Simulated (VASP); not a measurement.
Fe, 1 atom in the cell. The structure is cubic, space group Im-3m (No. 229). Conventional cell: a = 2.997 Å, b = 2.997 Å, c = 2.997 Å, α = 90.00°, β = 90.00°, γ = 90.00°. Within 3.4 Å of Fe (site symmetry m-3m) lie 14 Fe at 2.60 to 3.00 Å. 

```yaml
Program: VASP 6.6.1
Task: single point
Functional: revPBE
Potentials_or_basis: VASP PAW PBE potentials, release 64 (Fe)
Cutoff: 520 eV
k_mesh: 13 × 13 × 13
Occupations: fermi-dirac, width 0.15 eV
Spin: collinear spin, ferromagnetic start
Starting_moments: "[-0.81] μB"
Hubbard_terms: Fe d U = 4.0 eV
Dipole_correction: no
Further_INCAR_settings: ALGO = Normal; EDIFF = 1e-06; NBANDS = 14
```

Potentials or basis: VASP PAW PBE potentials, release 64 (Fe).

Command:

```bash
$ cat potpaw_PBE.64/Fe/POTCAR > POTCAR
$ mpirun -np 1 vasp_std > vasp.out
```

Hardware: 1 thread of Intel(R) Xeon(R) Platinum 8488C (Sapphire Rapids) (shared host).

Task: How long does it take, and how much memory?

Result: Wall time 20 s on 1 thread of Intel(R) Xeon(R) Platinum 8488C (Sapphire Rapids) (shared host), peak memory 0.14 GiB. Counts: scf iterations 15, k points 84.
